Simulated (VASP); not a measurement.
# SnCl2 (Pnma) in VASP: single point with LDA

Aim: the single point of SnCl2 with LDA.

Program: VASP 6.6.1. These are calculated values, not measurements. Logs are shortened: lines on timing, memory, paths and dates and some standing lists are left out, and cuts for length are marked.

## 1. The cell of the first run

Symmetry: Pnma, No. 62, orthorhombic system. The conventional cell has a = 7.479 Å, b = 4.284 Å, c = 8.936 Å, α = 90.00°, β = 90.00°, γ = 90.00°. Within 3.5 Å of Sn (site symmetry m) lie 7 Cl at 2.69 to 3.09 Å. Cl (site symmetry m) has 5 Sn at 2.69 to 3.64 Å and 7 Cl at 3.38 to 3.54 Å within 3.7 Å. Cl (site symmetry m) has 4 Sn at 2.75 to 3.09 Å and 7 Cl at 3.32 to 3.53 Å within 3.6 Å.

## 2. Single point, LDA

The input, INCAR:

```
PREC     = Accurate       # precision mode
ENCUT    = 500            # plane-wave cutoff, eV
EDIFF    = 1E-6           # SCF threshold, eV
ISMEAR   = 0              # smearing method
SIGMA    = 0.02           # smearing width, eV
LREAL    = F              # projectors in reciprocal space
LASPH    = T              # aspherical terms in the spheres
NELM     = 120            # most SCF steps
ALGO     = Normal         # electronic algorithm
ISIF     = 2              # what is computed and relaxed
LWAVE    = F              # write WAVECAR
LCHARG   = F              # write CHGCAR
GGA      = CA             # functional
NBANDS   = 68             # bands
GGA_COMPAT= F
```

The input, KPOINTS:

```
Automatic mesh
0
Gamma
  4 6 4
```

The input, POSCAR:

```
SnCl2
1.0
    7.4787472435      0.0000000000      0.0000000000
    0.0000000000      4.2843532444      0.0000000000
    0.0000000000      0.0000000000      8.9362095389
Sn Cl
4 8
Direct
    0.2340604869      0.2500000000      0.9150816038
    0.7659395131      0.7500000000      0.0849183962
    0.7340604869      0.2500000000      0.5849183962
    0.2659395131      0.7500000000      0.4150816038
    0.0209830987      0.2500000000      0.1570219878
    0.9790169013      0.7500000000      0.8429780122
    0.5209830987      0.2500000000      0.3429780122
    0.4790169013      0.7500000000      0.6570219878
    0.6416019075      0.2500000000      0.9221971762
    0.3583980925      0.7500000000      0.0778028238
    0.1416019075      0.2500000000      0.5778028238
    0.8583980925      0.7500000000      0.4221971762
```

Potentials or basis: VASP PAW LDA potentials, release 64 (Sn_d, Cl).

Started as:

```
cat potpaw_LDA.64/Sn_d/POTCAR potpaw_LDA.64/Cl/POTCAR > POTCAR
mpirun -np 1 vasp_std > vasp.out
```

OUTCAR:

```text
PREC = Accurate
   ENCUT = 500
   EDIFF = 1E-6
   ISMEAR = 0
   LREAL = F
   LASPH = T
   NELM = 120
   ISIF = 2
   GGA = CA

 ion  position               nearest neighbor table
   1  0.234  0.250  0.915-   5 2.69  10 2.75  10 2.75   6 2.94   6 2.94   9 3.05  11 3.09
   2  0.766  0.750  0.085-   6 2.69   9 2.75   9 2.75   5 2.94   5 2.94  10 3.05  12 3.09
   3  0.734  0.250  0.585-   7 2.69  12 2.75  12 2.75   8 2.94   8 2.94  11 3.05   9 3.09
   4  0.266  0.750  0.415-   8 2.69  11 2.75  11 2.75   7 2.94   7 2.94  12 3.05  10 3.09
   5  0.021  0.250  0.157-   1 2.69   2 2.94   2 2.94
   6  0.979  0.750  0.843-   2 2.69   1 2.94   1 2.94
   7  0.521  0.250  0.343-   3 2.69   4 2.94   4 2.94
   8  0.479  0.750  0.657-   4 2.69   3 2.94   3 2.94
   9  0.642  0.250  0.922-   2 2.75   2 2.75   1 3.05   3 3.09
  10  0.358  0.750  0.078-   1 2.75   1 2.75   2 3.05   4 3.09
  11  0.142  0.250  0.578-   4 2.75   4 2.75   3 3.05   1 3.09
  12  0.858  0.750  0.422-   3 2.75   3 2.75   4 3.05   2 3.09

  LATTYP: Found a simple orthorhombic cell.
 ALAT       =     4.2843532444
 B/A-ratio  =     1.7455953832
 C/A-ratio  =     2.0857779527

  Lattice vectors:

 A1 = (   0.0000000000,  -4.2843532444,   0.0000000000)
 A2 = (   7.4787472435,   0.0000000000,   0.0000000000)
 A3 = (   0.0000000000,   0.0000000000,   8.9362095389)

Analysis of symmetry for initial positions (statically):
=====================================================================
 Subroutine PRICEL returns:
 Original cell was already a primitive cell.

 Routine SETGRP: Setting up the symmetry group for a
 simple orthorhombic supercell.

 Subroutine GETGRP returns: Found  8 space group operations
 (whereof  2 operations were pure point group operations)
 out of a pool of  8 trial point group operations.

The static configuration has the point symmetry S_2 .
 The point group associated with its full space group is D_2h.

Analysis of symmetry for dynamics (positions and initial velocities):
=====================================================================
 Subroutine PRICEL returns:
 Original cell was already a primitive cell.

 Routine SETGRP: Setting up the symmetry group for a
 simple orthorhombic supercell.

 Subroutine GETGRP returns: Found  8 space group operations
 (whereof  2 operations were pure point group operations)
 out of a pool of  8 trial point group operations.

The dynamic configuration has the point symmetry S_2 .
 The point group associated with its full space group is D_2h.

 Subroutine INISYM returns: Found  8 space group operations
 (whereof  2 operations are pure point group operations),
 and found     1 'primitive' translations

----------------------------------------------------------------------------------------

                                     Primitive cell

  volume of cell :     286.3304

  direct lattice vectors                    reciprocal lattice vectors
     7.478747243  0.000000000  0.000000000     0.133712234  0.000000000  0.000000000
     0.000000000  4.284353244  0.000000000     0.000000000  0.233407458  0.000000000
     0.000000000  0.000000000  8.936209539     0.000000000  0.000000000  0.111904269

  length of vectors
     7.478747243  4.284353244  8.936209539     0.133712234  0.233407458  0.111904269

  position of ions in fractional coordinates (direct lattice)
     0.234060487  0.250000000  0.915081604
     0.765939513  0.750000000  0.084918396
     0.734060487  0.250000000  0.584918396
     0.265939513  0.750000000  0.415081604
     0.020983099  0.250000000  0.157021988
     0.979016901  0.750000000  0.842978012
     0.520983099  0.250000000  0.342978012
     0.479016901  0.750000000  0.657021988
     0.641601907  0.250000000  0.922197176
     0.358398093  0.750000000  0.077802824
     0.141601907  0.250000000  0.577802824
     0.858398093  0.750000000  0.422197176

  ion indices of the primitive-cell ions
   primitive index   ion index
                 1           1
                 2           2
                 3           3
                 4           4
                 5           5
                 6           6
                 7           7
                 8           8
                 9           9
                10          10
                11          11
                12          12

----------------------------------------------------------------------------------------

 KPOINTS: Automatic mesh

Automatic generation of k-mesh.
 Grid dimensions read from file:
 generate k-points for:    4    6    4

 Generating k-lattice:

  Cartesian coordinates                     Fractional coordinates (reciprocal lattice)
     0.033428058  0.000000000  0.000000000     0.250000000  0.000000000  0.000000000
     0.000000000  0.038901243  0.000000000     0.000000000  0.166666667  0.000000000
     0.000000000  0.000000000  0.027976067     0.000000000  0.000000000  0.250000000

  Length of vectors
     0.033428058  0.038901243  0.027976067

  Shift w.r.t. Gamma in fractional coordinates (k-lattice)
     0.000000000  0.000000000  0.000000000

 Subroutine IBZKPT returns following result:
 ===========================================

 Found     36 irreducible k-points:

 Following reciprocal coordinates:
            Coordinates               Weight
  0.000000  0.000000  0.000000      1.000000
  0.250000  0.000000  0.000000      2.000000
  0.500000  0.000000  0.000000      1.000000
  0.000000  0.166667  0.000000      2.000000
  0.250000  0.166667  0.000000      4.000000
  0.500000  0.166667  0.000000      2.000000
[... 16 lines left out ...]
  0.250000  0.500000  0.250000      4.000000
  0.500000  0.500000  0.250000      2.000000
 [... further k-points ...]
   k-points           NKPTS =     36   k-points in BZ     NKDIM =     36   number of bands    NBANDS=     68
   number of dos      NEDOS =    301   number of ions     NIONS =     12
   total plane-waves  NPLWV = 125440
   dimension x,y,z NGX =    56 NGY =   32 NGZ =   70
   dimension x,y,z NGXF=   112 NGYF=   64 NGZF=  140
   ions per type =               4   8
   NGX,Y,Z   is equivalent  to a cutoff of  12.45, 12.42, 13.02 a.u.
   NGXF,Y,Z  is equivalent  to a cutoff of  24.90, 24.83, 26.05 a.u.
 SYSTEM =  unknown system
   PREC   = accura    normal or accurate (medium, high low for compatibility)
   ISTART =      0    job   : 0-new  1-cont  2-samecut
   ICHARG =      2    charge: 1-file 2-atom 10-const
   ISPIN  =      1    spin polarized calculation?
   LNONCOLLINEAR =      F non collinear calculations
   LSORBIT =      F    spin-orbit coupling
   LASPH  =      T    aspherical Exc in radial PAW
   ENCUT  =  500.0 eV  36.75 Ry    6.06 a.u.  13.64  7.81 16.29*2*pi/ulx,y,z
   NELM   =    120;   NELMIN=  2; NELMDL= -5     # of ELM steps
   EDIFF  = 0.1E-05   stopping-criterion for ELM
   LREAL  =      F    real-space projection
   EDIFFG = 0.1E-04   stopping-criterion for IOM
   NSW    =      0    number of steps for IOM
   IBRION =     -1    ionic relax: 0-MD 1-quasi-New 2-CG
   NFREE  =      0    steps in history (QN), initial steepest desc. (CG)
   ISIF   =      2    stress and relaxation
   ISYM   =      2    0-nonsym 1-usesym 2-fastsym
   POTIM  = 0.5000    time-step for ionic-motion
   TEBEG  =    0.0;   TEEND  =   0.0 temperature during run
   PSTRESS=    0.0 pullay stress
   NELECT =     112.0000    total number of electrons
   NUPDOWN=      -1.0000    fix difference up-down
   EMIN   =  10.00;   EMAX   =-10.00  energy-range for DOS
   EFERMI =   0.00;   METHOD = LEGACY
   ISMEAR =     0;   SIGMA  =   0.02  broadening in eV -4-tet -1-fermi 0-gaus
   EFERMI_NEDOS =   21; number of points for ismear=-14 and -15
   IALGO  =     38    algorithm
   IMIX   =      4    mixing-type and parameters
     AMIX     =   0.40;   BMIX     =  1.00
     AMIX_MAG =   1.60;   BMIX_MAG =  1.00
  volume/ion in A,a.u.               =      23.86       161.02
  Fermi-wavevector in a.u.,A,eV,Ry     =   1.197269  2.262510 19.503308  1.433453
  Thomas-Fermi vector in A             =   2.333188
   LORBIT       =      0    0 simple, 1 ext, 2 COOP (PROOUT), +10 PAW based schemes
   GGA     = CA    functional components
   LHFCALC =     F    Hartree Fock is set to
   AEXX    =    0.0000 exact exchange contribution
   IVDW    =     0    specifies the selected vdW correction
   LEPSILON=     F    determine dielectric tensor
   LRPA    =     F    only Hartree local field effects (RPA)
 non-spin polarized calculation
 Gauss-broadening in eV      SIGMA  =   0.02
  energy-cutoff  :      500.00
  volume of cell :      286.33
 maximum number of plane-waves:      7300
 NGX is ok and might be reduce to    56
   NGX = 27   NGY = 15   NGZ = 33

 number of electron     112.0000020 magnetization

 Free energy of the ion-electron system (eV)
  ---------------------------------------------------
  ext. energy  EPLUGINS =         0.00000000
  ---------------------------------------------------
  free energy    TOTEN  =       -48.04444642 eV

  energy without entropy =      -48.04444642  energy(sigma->0) =      -48.04444642

 E-fermi :   3.8133     XC(G=0):  -9.8878

 val. band max:        3.6934236751   @ k =   0.0000   0.3333   0.0000
 cond. band min:       6.5940055582   @ k =   0.2500   0.0000   0.5000
 fundamental gap:      2.9005818831
 Fermi energy:         3.8133386414

 k-point     1 :       0.0000    0.0000    0.0000
  band No.  band energies     occupation
      1     -16.7072      2.00000
      2     -16.7068      2.00000
      3     -16.6989      2.00000
      4     -16.6974      2.00000
      5     -16.6969      2.00000
      6     -16.6968      2.00000
[... 60 lines left out ...]
     67       8.8857      0.00000
     68       9.1652      0.00000

 k-point     2 :       0.2500    0.0000    0.0000
  band No.  band energies     occupation
      1     -16.7061      2.00000
      2     -16.7061      2.00000
      3     -16.6992      2.00000
      4     -16.6991      2.00000
      5     -16.6983      2.00000
      6     -16.6971      2.00000
[... 60 lines left out ...]
     67       8.3774      0.00000
     68       8.9135      0.00000

 k-point     3 :       0.5000    0.0000    0.0000
  band No.  band energies     occupation
      1     -16.7041      2.00000
      2     -16.7041      2.00000
      3     -16.7024      2.00000
      4     -16.7024      2.00000
      5     -16.6972      2.00000
      6     -16.6972      2.00000
[... 1480 lines left out ...]
     67       9.1756      0.00000
     68       9.1756      0.00000

 k-point    24 :       0.5000    0.5000    0.2500
  band No.  band energies     occupation
      1     -16.7174      2.00000
      2     -16.7174      2.00000
      3     -16.7174      2.00000
      4     -16.7174      2.00000
      5     -16.6916      2.00000
      6     -16.6916      2.00000
[... 60 lines left out ...]
     67       9.1149      0.00000
     68       9.1149      0.00000

 [... further k-points ...]

------------------------ aborting loop because EDIFF is reached ----------------------------------------

  FORCE on cell =-STRESS in cart. coord.  units (eV):
  Direction    XX          YY          ZZ          XY          YZ          ZX
  --------------------------------------------------------------------------------------
  -------------------------------------------------------------------------------------
  Total       -0.0262490      0.0363402     -0.0153638     -0.0000000      0.0000000      0.0000000
  in kB       -0.1468779      0.2033437     -0.0859690     -0.0000000      0.0000000      0.0000000
  external PRESSURE =      -0.0098344 kB  Pullay stress =       0.0000000 kB

 VOLUME and BASIS-vectors are now :
 -----------------------------------------------------------------------------
  energy-cutoff  :      500.00
  volume of cell :      286.33
      direct lattice vectors                 reciprocal lattice vectors
     7.478747243  0.000000000  0.000000000     0.133712234  0.000000000  0.000000000
     0.000000000  4.284353244  0.000000000     0.000000000  0.233407458  0.000000000
     0.000000000  0.000000000  8.936209539     0.000000000  0.000000000  0.111904269

 POSITION                                       TOTAL-FORCE (eV/Angst)
 -----------------------------------------------------------------------------------
      1.75048      1.07109      8.17736         0.003055      0.000000     -0.012816
      5.72827      3.21326      0.75885        -0.003055     -0.000000      0.012816
      5.48985      1.07109      5.22695         0.003055     -0.000000      0.012816
      1.98889      3.21326      3.70926        -0.003055      0.000000     -0.012816
      0.15693      1.07109      1.40318         0.003169     -0.000000      0.008702
      7.32182      3.21326      7.53303        -0.003169     -0.000000     -0.008702
      3.89630      1.07109      3.06492         0.003169     -0.000000     -0.008702
      3.58245      3.21326      5.87129        -0.003169     -0.000000      0.008702
      4.79838      1.07109      8.24095        -0.002054     -0.000000     -0.009879
      2.68037      3.21326      0.69526         0.002054     -0.000000      0.009879
      1.05900      1.07109      5.16337        -0.002054     -0.000000      0.009879
      6.41974      3.21326      3.77284         0.002054     -0.000000     -0.009879
 -----------------------------------------------------------------------------------
    total drift:                               -0.000000      0.000000     -0.000000

  FREE ENERGIE OF THE ION-ELECTRON SYSTEM (eV)
  ---------------------------------------------------
  free  energy   TOTEN  =       -48.0444464231 eV

  energy  without entropy=      -48.0444464231  energy(sigma->0) =      -48.04444642
```

Wall time 27 min (1 thread of Intel Xeon 8259CL, shared host); peak memory 0.57 GiB.

Results:

```yaml
Free_energy: -48.0444 eV
Pressure: 0.0 GPa
Largest_force: 0.013 eV/Å
Band_gap_on_the_k_mesh: 2.90 eV (least direct gap 3.20 eV)
```

Forces in eV/Å, atoms in the order of the input:
```
Sn   0.003  0.000 -0.013
Sn  -0.003  0.000  0.013
Sn   0.003  0.000  0.013
Sn  -0.003  0.000 -0.013
Cl   0.003  0.000  0.009
Cl  -0.003  0.000 -0.009
Cl   0.003  0.000 -0.009
Cl  -0.003  0.000  0.009
Cl  -0.002  0.000 -0.010
Cl   0.002  0.000  0.010
Cl  -0.002  0.000  0.010
Cl   0.002  0.000 -0.010
```

Caveat: spin-orbit coupling is left out, which moves the levels of the heavy elements. A k mesh can miss the band edges.
